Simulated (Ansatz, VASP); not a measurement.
Tl in VASP and in Ansatz

File INCAR:

```
SYSTEM = Tl
ALGO     = Normal         ! electronic algorithm
EDIFF    = 1E-6           ! SCF threshold, eV
ENCUT    = 520            ! plane-wave cutoff, eV
GGA      = PS             ! functional
ISIF     = 2              ! what is computed and relaxed
ISMEAR   = -1             ! smearing method
LASPH    = .TRUE.         ! aspherical terms in the spheres
LCHARG   = .FALSE.        ! write CHGCAR
LREAL    = .FALSE.        ! projectors in reciprocal space
LWAVE    = .FALSE.        ! write WAVECAR
NBANDS   = 12             ! bands
NELM     = 60             ! most SCF steps
PREC     = Accurate       ! precision mode
SIGMA    = 0.1            ! smearing width, eV
```

File KPOINTS:

```
k-points
0
G
  13 13 13
  0 0 0
```

File POSCAR:

```
Tl
1.0
    0.0000000000      2.4854545671      2.4854545671
    2.4854545671      0.0000000000      2.4854545671
    2.4854545671      2.4854545671      0.0000000000
Tl
1
Direct
    0.0000000000      0.0000000000      0.0000000000
```

Input for Ansatz:

```yaml
crystal:
  lattice:
    - [0.0, 2.4854545671, 2.4854545671]
    - [2.4854545671, 0.0, 2.4854545671]
    - [2.4854545671, 2.4854545671, 0.0]
  atoms:
    - { symbol: Tl, position: [0.0, 0.0, 0.0] }
hamiltonian:
  xc: pbesol
  pseudopotentials:
    kind: paw
    azcp:
      Tl: "pseudopotentials/Tl.paw.azcp"
basis:
  ecutwfc: 420
  fft_grid_basis: typed
kpoints:
  mp_grid: { grid: [13, 13, 13], shift: [0, 0, 0] }
magnetization:
  spin_polarized: false
scf:
  occupations: { method: fermi_dirac, width: 0.1 }
  lower_state_search: "off"
output:
  stress: true
```

Alike in both runs: task single point; functional PBEsol; k mesh 13 × 13 × 13; occupations fermi-dirac, width 0.1 eV; no spin polarisation.

|  | VASP | Ansatz |
| --- | --- | --- |
| version | VASP 6.6.1 | Ansatz 0.2.0 |
| potentials or method | VASP PAW PBE potentials, release 64 (Tl_d), cutoff 520 eV | plane waves (420 eV) with PAW, scalar-relativistic |
| valence electrons in the cell | 13 | 13 |

VASP gave:

```
pressure (GPa) : -2.4
```

Which values does Ansatz return?

Pressure (GPa): -2.3.

VASP's potentials were made for PBE, not for PBEsol, and Ansatz warns of the same on its side.

Neither program's run includes spin-orbit coupling.
